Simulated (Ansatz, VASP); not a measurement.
**Two plane-wave programs on PbS**

```
CELL_PARAMETERS angstrom
-2.96713 -2.96713 0.00000
2.96713 -2.96713 0.00000
0.00000 0.00000 13.86853
ATOMIC_POSITIONS crystal
Pb 0.50000 0.50000 0.10697
Pb 0.00000 0.00000 0.32092
Pb 0.50000 0.50000 0.53487
Pb 0.00000 0.00000 0.74881
S 0.00000 0.00000 0.10697
S 0.50000 0.50000 0.32092
S 0.00000 0.00000 0.53487
S 0.50000 0.50000 0.74881
```

Alike in both runs: task single point; functional PBE; dispersion D3(BJ); k mesh 8 × 8 × 3; occupations gaussian, width 0.03 eV; no spin polarisation.

|  | VASP | Ansatz |
| --- | --- | --- |
| version | VASP 6.6.1 | Ansatz 0.2.0 |
| potentials or method | VASP PAW PBE potentials, release 64 (Pb_d, S), cutoff 520 eV | scalar-relativistic, plane waves, PAW |
| valence electrons in the cell | 80 | 80 |

Ansatz gave:

```
gap on the k mesh at the Fermi level (eV)                     : 0.97
least direct gap on the mesh (eV)                             : 0.97
pressure (GPa)                                                : -1.2
traceless stress, the component that is largest in VASP (GPa) : -1.28
rms of the force components (eV/Å)                            : 0.182
```

Task: What did VASP give for the same quantities?

Result: gap on the k mesh at the Fermi level (eV): 0.97; least direct gap on the mesh (eV): 0.97; pressure (GPa): -1.3; traceless stress, the component that is largest in VASP (GPa): -1.28; rms of the force components (eV/Å): 0.182.

Atom by atom the forces differ by 0.001 eV/Å (rms over components).

Neither program's run includes spin-orbit coupling.
